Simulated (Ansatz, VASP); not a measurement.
## One calculation of Ta, two programs

File INCAR:

```
SYSTEM = Ta
PREC = Accurate ; ENCUT = 520
EDIFF = 1E-6 ; ISMEAR = 1
SIGMA = 0.1 ; LREAL = .FALSE.
LASPH = .TRUE. ; NELM = 80
ALGO = Normal ; ISIF = 2
LWAVE = .FALSE. ; LCHARG = .FALSE.
GGA = PE ; NBANDS = 12
```

Contents of KPOINTS:

```
Automatic mesh
0
G
  34 34 34
  0 0 0
```

File POSCAR:

```
Ta
1.0
   -1.6596956330      1.6596956330      1.6596956330
    1.6596956330     -1.6596956330      1.6596956330
    1.6596956330      1.6596956330     -1.6596956330
Ta
1
Direct
    0.0000000000      0.0000000000      0.0000000000
```

Input for Ansatz:

```yaml
crystal:
  lattice:
    - [-1.659695633, 1.659695633, 1.659695633]
    - [1.659695633, -1.659695633, 1.659695633]
    - [1.659695633, 1.659695633, -1.659695633]
  atoms:
    - { symbol: Ta, position: [0.0, 0.0, 0.0] }
kpoints:
  mp_grid: { grid: [34, 34, 34] }
scf:
  occupations: { method: cold, width: 0.1 }
hamiltonian:
  xc: pbe
  pseudopotentials: { kind: paw, azcp: { folder: soft_1 } }
output:
  forces: true
  stress: true
  populations: false
```

Alike in both runs: task single point; functional PBE; k mesh 34 × 34 × 34; no spin polarisation.

```csv
,VASP,Ansatz
version,VASP 6.6.1,Ansatz 0.2.0
potentials or method,"VASP PAW PBE potentials, release 64 (Ta_pv)","plane-wave PAW, scalar-relativistic"
plane-wave cutoff (eV),520,420
occupations,"methfessel-paxton of order 1, width 0.1 eV","cold, width 0.1 eV"
valence electrons in the cell,11,13
```

VASP gave:

| Property | Result |
| --- | --- |
| pressure (GPa) | 0.1 |

Q: Which values does Ansatz return?

A: Pressure (GPa): 0.0.

VASP's potentials hold 11 valence electrons a cell and Ansatz's 13, so a difference there can come from the potentials and not from the codes.

Spin-orbit coupling is off throughout.
